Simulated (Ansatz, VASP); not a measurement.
**One calculation of Hf3Ta2F, two programs**

```xyz
6
Lattice="3.1288 0.0000 0.0000 -1.5644 2.7096 0.0000 0.0000 0.0000 13.1643" Properties=species:S:1:pos:R:3 pbc="T T T"
Hf    0.0000    1.8064    1.7440
Hf    0.0000    0.0000    6.5822
Hf    1.5644    0.9032   11.4203
Ta    0.0000    1.8064    9.0427
Ta    1.5644    0.9032    4.1216
F     0.0000    0.0000    0.0000
```

Change from the starting cell: species swapped into the NaNi2O3 type (P-3m1, No. 164).

Alike in both runs: functional PBE; k mesh 12 × 12 × 4; occupations gaussian, width 0.1 eV; no spin polarisation.

Ansatz relaxed the structure, and its values are those at the end. VASP's run is a single point on that final structure, the one shown.

```csv
,VASP,Ansatz
version,VASP 6.6.1,Ansatz 0.2.0
potentials or method,"VASP PAW PBE potentials, release 64 (Hf_pv, Ta_pv, F), cutoff 520 eV","scalar-relativistic, plane waves, PAW"
valence electrons in the cell,59,111
```

```csv
,VASP,Ansatz,Ansatz less VASP
gap on the k mesh at the Fermi level (eV),none,none,-
pressure (GPa),-0.6,0.0,+0.63
rms of the force components (eV/Å),0.017,0.003,-0.0140
```

A gap of «none» marks a metal or a gap that the smearing closes. The functional is the same, so the differences come from potentials, cutoffs and numerics. VASP's potentials hold 59 valence electrons a cell and Ansatz's 111, so a difference there can come from the potentials and not from the codes.

Neither program's run includes spin-orbit coupling.
